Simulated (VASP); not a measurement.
F:

```xyz
2
Lattice="0.0000 2.0705 2.0705 2.0705 0.0000 2.0705 2.0705 2.0705 0.0000" Properties=species:S:1:pos:R:3 pbc="T T T"
F    -0.5176   -0.5176   -0.5176
F     0.5176    0.5176    0.5176
```

Base run:

- Program: VASP 6.6.1
- Functional: LDA
- Potentials or basis: VASP PAW LDA potentials, release 64 (F)
- Cutoff: 520 eV
- k mesh: 14 × 14 × 14
- Occupations: tetrahedron
- Spin: no spin polarisation

Its results: band gap on the k mesh zero (bands 7 and 8 overlap by 2.24 eV); pressure 51.0 GPa.

Problem. The run is repeated on the same cell with these changes: occupations from tetrahedron to fermi-dirac, width 0.1 eV. What comes out?

Solution. Band gap on the k mesh zero (bands 7 and 8 overlap by 2.24 eV); pressure 51.5 GPa.

Caveats: the cell stands under pressure.
